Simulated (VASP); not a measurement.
# Na2Ag (P6/mmm) in VASP: single point with PBE+U

Aim: the single point of Na2Ag with PBE+U.

Everything below comes from runs of VASP 6.6.1. Logs are shortened: lines on timing, memory, paths and dates and some standing lists are left out, and cuts for length are marked.

### Step 1. The cell of the first run

The structure is hexagonal, space group P6/mmm (No. 191). Conventional cell: a = 5.242 Å, b = 5.242 Å, c = 3.112 Å, α = 90.00°, β = 90.00°, γ = 120.00°. Na (site symmetry -6m2) has 5 Na at 3.03 to 3.11 Å and 6 Ag at 3.40 Å within 4.0 Å. Within 4.1 Å of Ag (site symmetry 6/mmm) lie 2 Ag at 3.11 Å and 12 Na at 3.40 Å.

### Step 2. Single point, PBE+U

File INCAR:

```
SYSTEM = Na2Ag
ALGO = Normal
EDIFF = 1E-6
ENCUT = 1130
GGA = PE
GGA_COMPAT = .FALSE.
ISIF = 2
ISMEAR = -1
LASPH = .TRUE.
LCHARG = .FALSE.
LDAU = .TRUE.
LDAUJ = 0 0
LDAUL = -1 2
LDAUPRINT = 1
LDAUTYPE = 2
LDAUU = 0 3
LMAXMIX = 4
LREAL = .FALSE.
LWAVE = .FALSE.
NBANDS = 26
NELM = 200
PREC = Accurate
SIGMA = 0.1
```

File KPOINTS:

```
k-points
0
G
  8 8 8
  0 0 0
```

File POSCAR:

```
Na2Ag
1.0
    5.2421858075     -0.0000003460      0.0000000000
   -2.6210926041      4.5398662537      0.0000000000
    0.0000000000      0.0000000000      3.1124410545
Na Ag
2 1
Direct
    0.3333333333      0.6666666667      0.5000000000
    0.6666666667      0.3333333333      0.5000000000
    0.0000000000      0.0000000000      0.0000000000
```

Potentials or basis: VASP PAW PBE potentials, release 64 (Na_sv, Ag_sv_GW).

On the command line:

```
> cat potpaw_PBE.64/Na_sv/POTCAR potpaw_PBE.64/Ag_sv_GW/POTCAR > POTCAR
> mpirun -np 1 vasp_std > vasp.out
```

OUTCAR:

```text
SYSTEM = Na2Ag
   EDIFF = 1E-6
   ENCUT = 1130
   GGA = PE
   ISIF = 2
   ISMEAR = -1
   LASPH = .TRUE.
   LREAL = .FALSE.
   NELM = 200
   PREC = Accurate

 ion  position               nearest neighbor table
   1  0.333  0.667  0.500-
   2  0.667  0.333  0.500-
   3  0.000  0.000  0.000-

  LATTYP: Found a hexagonal cell.
 ALAT       =     5.2421858075
 C/A-ratio  =     0.5937296328

  Lattice vectors:

 A1 = (   5.2421858075,  -0.0000003460,   0.0000000000)
 A2 = (  -2.6210926041,   4.5398662537,   0.0000000000)
 A3 = (   0.0000000000,   0.0000000000,   3.1124410545)

Analysis of symmetry for initial positions (statically):
=====================================================================
 Subroutine PRICEL returns:
 Original cell was already a primitive cell.

 Routine SETGRP: Setting up the symmetry group for a
 hexagonal supercell.

 Subroutine GETGRP returns: Found 24 space group operations
 (whereof 24 operations were pure point group operations)
 out of a pool of 24 trial point group operations.

The static configuration has the point symmetry D_6h.

Analysis of symmetry for dynamics (positions and initial velocities):
=====================================================================
 Subroutine PRICEL returns:
 Original cell was already a primitive cell.

 Routine SETGRP: Setting up the symmetry group for a
 hexagonal supercell.

 Subroutine GETGRP returns: Found 24 space group operations
 (whereof 24 operations were pure point group operations)
 out of a pool of 24 trial point group operations.

The dynamic configuration has the point symmetry D_6h.

 Subroutine INISYM returns: Found 24 space group operations
 (whereof 24 operations are pure point group operations),
 and found     1 'primitive' translations

----------------------------------------------------------------------------------------

                                     Primitive cell

  volume of cell :      74.0724

  direct lattice vectors                    reciprocal lattice vectors
     5.242185808 -0.000000346  0.000000000     0.190760128  0.110135395  0.000000000
    -2.621092604  4.539866254  0.000000000     0.000000015  0.220270815  0.000000000
     0.000000000  0.000000000  3.112441055     0.000000000  0.000000000  0.321291225

  length of vectors
     5.242185808  5.242185808  3.112441055     0.220270815  0.220270815  0.321291225

  position of ions in fractional coordinates (direct lattice)
     0.333333333  0.666666667  0.500000000
     0.666666667  0.333333333  0.500000000
     0.000000000  0.000000000  0.000000000

  ion indices of the primitive-cell ions
   primitive index   ion index
                 1           1
                 2           2
                 3           3

----------------------------------------------------------------------------------------

 KPOINTS: k-points

Automatic generation of k-mesh.
 Grid dimensions read from file:
 generate k-points for:    8    8    8

 Generating k-lattice:

  Cartesian coordinates                     Fractional coordinates (reciprocal lattice)
     0.023845016  0.013766924  0.000000000     0.125000000  0.000000000  0.000000000
     0.000000002  0.027533852  0.000000000     0.000000000  0.125000000  0.000000000
     0.000000000  0.000000000  0.040161403     0.000000000  0.000000000  0.125000000

  Length of vectors
     0.027533852  0.027533852  0.040161403

  Shift w.r.t. Gamma in fractional coordinates (k-lattice)
     0.000000000  0.000000000  0.000000000

 Subroutine IBZKPT returns following result:
 ===========================================

 Found     50 irreducible k-points:

 Following reciprocal coordinates:
            Coordinates               Weight
  0.000000  0.000000  0.000000      1.000000
  0.125000  0.000000  0.000000      6.000000
  0.250000  0.000000  0.000000      6.000000
  0.375000  0.000000  0.000000      6.000000
  0.500000  0.000000  0.000000      3.000000
  0.125000  0.125000  0.000000      6.000000
[... 16 lines left out ...]
  0.250000  0.000000  0.250000     12.000000
  0.375000  0.000000  0.250000     12.000000
 [... further k-points ...]
   k-points           NKPTS =     50   k-points in BZ     NKDIM =     50   number of bands    NBANDS=     26
   number of dos      NEDOS =    301   number of ions     NIONS =      3
   total plane-waves  NPLWV = 129600
   dimension x,y,z NGX =    60 NGY =   60 NGZ =   36
   dimension x,y,z NGXF=   120 NGYF=  120 NGZF=   72
   ions per type =               2   1
   NGX,Y,Z   is equivalent  to a cutoff of  19.03, 19.03, 19.23 a.u.
   NGXF,Y,Z  is equivalent  to a cutoff of  38.06, 38.06, 38.46 a.u.
 SYSTEM =  Na2Ag
   PREC   = accura    normal or accurate (medium, high low for compatibility)
   ISTART =      0    job   : 0-new  1-cont  2-samecut
   ICHARG =      2    charge: 1-file 2-atom 10-const
   ISPIN  =      1    spin polarized calculation?
   LNONCOLLINEAR =      F non collinear calculations
   LSORBIT =      F    spin-orbit coupling
   LASPH  =      T    aspherical Exc in radial PAW
   ENCUT  = 1130.0 eV  83.05 Ry    9.11 a.u.  14.37 14.37  8.53*2*pi/ulx,y,z
   NELM   =    200;   NELMIN=  2; NELMDL= -5     # of ELM steps
   EDIFF  = 0.1E-05   stopping-criterion for ELM
   LREAL  =      F    real-space projection
   EDIFFG = 0.1E-04   stopping-criterion for IOM
   NSW    =      0    number of steps for IOM
   IBRION =     -1    ionic relax: 0-MD 1-quasi-New 2-CG
   NFREE  =      0    steps in history (QN), initial steepest desc. (CG)
   ISIF   =      2    stress and relaxation
   ISYM   =      2    0-nonsym 1-usesym 2-fastsym
   POTIM  = 0.5000    time-step for ionic-motion
   TEBEG  =    0.0;   TEEND  =   0.0 temperature during run
   PSTRESS=    0.0 pullay stress
   NELECT =      37.0000    total number of electrons
   NUPDOWN=      -1.0000    fix difference up-down
   EMIN   =  10.00;   EMAX   =-10.00  energy-range for DOS
   EFERMI =   0.00;   METHOD = LEGACY
   ISMEAR =    -1;   SIGMA  =   0.10  broadening in eV -4-tet -1-fermi 0-gaus
   EFERMI_NEDOS =   21; number of points for ismear=-14 and -15
   IALGO  =     38    algorithm
   IMIX   =      4    mixing-type and parameters
     AMIX     =   0.40;   BMIX     =  1.00
     AMIX_MAG =   1.60;   BMIX_MAG =  1.00
  volume/ion in A,a.u.               =      24.69       166.62
  Fermi-wavevector in a.u.,A,eV,Ry     =   1.298942  2.454645 22.956447  1.687251
  Thomas-Fermi vector in A             =   2.430238
   LORBIT       =      0    0 simple, 1 ext, 2 COOP (PROOUT), +10 PAW based schemes
 LDA+U is selected, type is set to LDAUTYPE =  2
   angular momentum for each species LDAUL =    -1    2
   U (eV)           for each species LDAUU =   0.0  3.0
   J (eV)           for each species LDAUJ =   0.0  0.0
   GGA     = PE    functional components
   LHFCALC =     F    Hartree Fock is set to
   AEXX    =    0.0000 exact exchange contribution
   IVDW    =     0    specifies the selected vdW correction
   LEPSILON=     F    determine dielectric tensor
   LRPA    =     F    only Hartree local field effects (RPA)
 non-spin polarized calculation
  energy-cutoff  :     1130.00
  volume of cell :       74.07
 maximum number of plane-waves:      6425
 NGX is ok and might be reduce to    60
   NGX = 29   NGY = 29   NGZ = 17

atom =   3  type =  2  l = 2

 onsite density matrix

spin component  1

  0.8591 -0.0000 -0.0000 -0.0000  0.0000
 -0.0000  0.8617 -0.0000  0.0000 -0.0000
 -0.0000 -0.0000  0.8571  0.0000  0.0000
 -0.0000  0.0000  0.0000  0.8617  0.0000
  0.0000 -0.0000  0.0000  0.0000  0.8591

spin component  2

  0.8591 -0.0000 -0.0000 -0.0000  0.0000
 -0.0000  0.8617 -0.0000  0.0000 -0.0000
 -0.0000 -0.0000  0.8571  0.0000  0.0000
 -0.0000  0.0000  0.0000  0.8617  0.0000
  0.0000 -0.0000  0.0000  0.0000  0.8591

 occupancies and eigenvectors

  o =  0.8571  v = -0.0000  0.0000 -1.0000  0.0000  0.0000  0.0000  0.0000  0.0000  0.0000  0.0000      0.0000  0.0000  0.0000  0.0000  0.0000  0.0000  0.0000  0.0000  0.0000  0.0000
  o =  0.8571  v =  0.0000  0.0000  0.0000  0.0000  0.0000 -0.0000  0.0000 -1.0000  0.0000  0.0000      0.0000  0.0000  0.0000  0.0000  0.0000  0.0000  0.0000  0.0000  0.0000  0.0000
  o =  0.8591  v =  0.0000  0.0000  0.0000  0.0000  0.0000 -0.1063 -0.0000  0.0000  0.0000  0.9943      0.0000  0.0000  0.0000  0.0000  0.0000  0.0000  0.0000  0.0000  0.0000  0.0000
  o =  0.8591  v = -0.1063 -0.0000  0.0000  0.0000  0.9943  0.0000  0.0000  0.0000  0.0000  0.0000      0.0000  0.0000  0.0000  0.0000  0.0000  0.0000  0.0000  0.0000  0.0000  0.0000
  o =  0.8591  v =  0.0000  0.0000  0.0000  0.0000  0.0000  0.9943 -0.0000 -0.0000  0.0000  0.1063      0.0000  0.0000  0.0000  0.0000  0.0000  0.0000  0.0000  0.0000  0.0000  0.0000
  o =  0.8591  v =  0.9943 -0.0000 -0.0000  0.0000  0.1063  0.0000  0.0000  0.0000  0.0000  0.0000      0.0000  0.0000  0.0000  0.0000  0.0000  0.0000  0.0000  0.0000  0.0000  0.0000
  o =  0.8617  v = -0.0000 -0.0555 -0.0000  0.9985 -0.0000  0.0000  0.0000  0.0000  0.0000  0.0000      0.0000  0.0000  0.0000  0.0000  0.0000  0.0000  0.0000  0.0000  0.0000  0.0000
  o =  0.8617  v =  0.0000  0.0000  0.0000  0.0000  0.0000 -0.0000 -0.0555 -0.0000  0.9985 -0.0000      0.0000  0.0000  0.0000  0.0000  0.0000  0.0000  0.0000  0.0000  0.0000  0.0000
  o =  0.8617  v =  0.0000  0.0000  0.0000  0.0000  0.0000 -0.0000  0.9985  0.0000  0.0555  0.0000      0.0000  0.0000  0.0000  0.0000  0.0000  0.0000  0.0000  0.0000  0.0000  0.0000
  o =  0.8617  v = -0.0000  0.9985  0.0000  0.0555  0.0000  0.0000  0.0000  0.0000  0.0000  0.0000      0.0000  0.0000  0.0000  0.0000  0.0000  0.0000  0.0000  0.0000  0.0000  0.0000

 number of electron      36.9999991 magnetization

 Free energy of the ion-electron system (eV)
  ---------------------------------------------------
  ext. energy  EPLUGINS =         0.00000000
  ---------------------------------------------------
  free energy    TOTEN  =        -1.37616346 eV

  energy without entropy =       -1.33922336  energy(sigma->0) =       -1.35769341

 E-fermi :   2.7312     XC(G=0):  -8.4493

 val. band max:        2.7083168567   @ k =   0.3750   0.2500   0.2500
 cond. band min:       2.7805356811   @ k =   0.2500   0.0000   0.5000
 fundamental gap:      0.0722188244
 Fermi energy:         2.7311611751

 k-point     1 :       0.0000    0.0000    0.0000
  band No.  band energies     occupation
      1     -88.5568      2.00000
      2     -52.0753      2.00000
      3     -52.0753      2.00000
      4     -52.0178      2.00000
      5     -50.2351      2.00000
      6     -50.2198      2.00000
[... 18 lines left out ...]
     25      13.3381      0.00000
     26      13.8659      0.00000
[... 644 lines left out ...]
      4     -52.0353      2.00000
      5     -50.2275      2.00000
      6     -50.2201      2.00000
[... 18 lines left out ...]
     25      11.0443      0.00000
     26      12.3313      0.00000

 [... further k-points ...]
[... 5 lines left out ...]
  --------------------------------------------------------------------------------------
  -------------------------------------------------------------------------------------
  Total       -0.0240522     -0.0240522     -0.0635516     -0.0000000     -0.0000000     -0.0000000
  in kB       -0.5202467     -0.5202467     -1.3746127     -0.0000000     -0.0000000     -0.0000000
  external PRESSURE =      -0.8050354 kB  Pullay stress =       0.0000000 kB

 VOLUME and BASIS-vectors are now :
 -----------------------------------------------------------------------------
  energy-cutoff  :     1130.00
  volume of cell :       74.07
      direct lattice vectors                 reciprocal lattice vectors
     5.242185808 -0.000000346  0.000000000     0.190760128  0.110135395  0.000000000
    -2.621092604  4.539866254  0.000000000     0.000000015  0.220270815  0.000000000
     0.000000000  0.000000000  3.112441055     0.000000000  0.000000000  0.321291225

 POSITION                                       TOTAL-FORCE (eV/Angst)
 -----------------------------------------------------------------------------------
      0.00000      3.02658      1.55622         0.000000     -0.000000      0.000000
      2.62109      1.51329      1.55622        -0.000000      0.000000      0.000000
      0.00000      0.00000      0.00000         0.000000      0.000000      0.000000
 -----------------------------------------------------------------------------------
    total drift:                                0.000000     -0.000000      0.000000

  FREE ENERGIE OF THE ION-ELECTRON SYSTEM (eV)
  ---------------------------------------------------
  free  energy   TOTEN  =        -1.3761634618 eV

  energy  without entropy=       -1.3392233555  energy(sigma->0) =       -1.35769341
```

Wall time 4.1 min (1 thread of Intel Xeon Platinum 8259CL at 2.50GHz (Skylake/Cascade Lake), shared host); peak memory 0.59 GiB.

Results:

```yaml
Free_energy: -1.3762 eV
Pressure: -0.1 GPa
Band_gap_on_the_k_mesh: zero (an odd number of electrons rules out a gap without spin polarisation)
```

Levels at points of the mesh, in eV from the Fermi level:
| k point | band 15 | band 16 | band 17 | band 18 | band 19 | band 20 | band 21 | band 22 |
| --- | --- | --- | --- | --- | --- | --- | --- | --- |
| (0.00, 0.00, 0.00) | -4.85 | -4.82 | -4.34 | -4.34 | 1.94 | 1.94 | 3.50 | 3.50 |
| (0.50, 0.00, 0.00) | -4.77 | -4.34 | -4.34 | -3.29 | -2.30 | 0.65 | 2.08 | 7.16 |
| (0.00, 0.00, 0.50) | -4.70 | -4.70 | -4.34 | -0.53 | -0.42 | 5.49 | 5.49 | 6.51 |
| (0.50, 0.00, 0.50) | -4.71 | -4.65 | -4.21 | 0.78 | 0.86 | 0.98 | 3.16 | 3.76 |

Eigenvalues of the final occupation matrices:
```csv
site,spin,trace,eigenvalues
site 3 d,1,4.30,0.86 0.86 0.86 0.86 0.86
site 3 d,2,4.30,0.86 0.86 0.86 0.86 0.86
```

Caveat: U without spin polarisation on a metal has little footing; the U is typed as a test and isn't derived for this compound.

The gap in the log of VASP goes by the Fermi energy; the results here count the filled bands.